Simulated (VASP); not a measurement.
Write the native input for VASP 6.6.1 that does the following.

```
Task                   : relaxation of cell and atoms
Functional             : PBE
Potentials or basis    : VASP PAW PBE potentials, release 64 (Sc_sv, Ga_d, P, As)
Cutoff                 : 600 eV
k mesh                 : 4 × 4 × 4
Occupations            : gaussian, width 0.1 eV
Spin                   : no spin polarisation
Dipole correction      : no
Further INCAR settings : ALGO = Normal; EDIFF = 1e-07; IBRION = 2; EDIFFG = -0.04; NSW = 90; ISIF = 3
```

The structure of ScGa2AsP2 lies in POSCAR:

```
ScGa2AsP2
1.0
    4.3453433400      0.0000000000      0.0000000000
    0.0000000000      4.3453433400      0.0000000000
    0.0000000000      0.0000000000      5.5780309400
Sc Ga P As
1 2 2 1
Direct
    0.0000000000      0.0000000000      0.5000000000
    0.0000000000      0.5000000000      0.0000000000
    0.5000000000      0.0000000000      0.0000000000
    0.5000000000      0.5000000000      0.2788000100
    0.5000000000      0.5000000000      0.7211999900
    0.0000000000      0.0000000000      0.0000000000
```

The cell was generated, and may not be a known phase.

These files were run (other wordings do the same):

INCAR

```
  PREC = Accurate
  ENCUT = 600
  EDIFF = 1E-7
  ISMEAR = 0
  SIGMA = 0.1
  LREAL = False
  LASPH = True
  NELM = 100
  ALGO = Normal
  ISIF = 3
  LWAVE = False
  LCHARG = False
  GGA = PE
  IBRION = 2
  NSW = 90
  EDIFFG = -0.04
```

KPOINTS

```
Automatic mesh
0
Gamma
  4 4 4
```

Potentials or basis: VASP PAW PBE potentials, release 64 (Sc_sv, Ga_d, P, As).

Run with:

```console
$ cat potpaw_PBE.64/Sc_sv/POTCAR potpaw_PBE.64/Ga_d/POTCAR potpaw_PBE.64/P/POTCAR potpaw_PBE.64/As/POTCAR > POTCAR
$ mpirun -np 1 vasp_std > vasp.out
```

Results of the run:

```
Relaxed volume                        : 21.11 Å³/atom
Relaxed cell                          : a = 4.944 Å, b = 4.944 Å, c = 5.180 Å, α = 90.00°, β = 90.00°, γ = 90.00°
Space group after relaxing (to 0.1 Å) : P4/mmm (No. 123)
Energy gained by relaxing             : 371.4 meV/atom
Ionic steps                           : 8
Pressure after relaxing               : -0.1 GPa
Largest force after relaxing          : 0.013 eV/Å
Band gap on the k mesh                : zero (bands 26 and 27 overlap by 1.72 eV)
```

Caveat: the k points lie up to 0.32 Å⁻¹ apart in the final cell, too coarse for converged energies and pressures of a metal; the volume moved by over 15 % at a fixed basis, so the end points are rough.

It took 5.8 min on 1 thread of Oxide Virtual Turin-like Processor (shared host), peak memory 0.27 GiB.
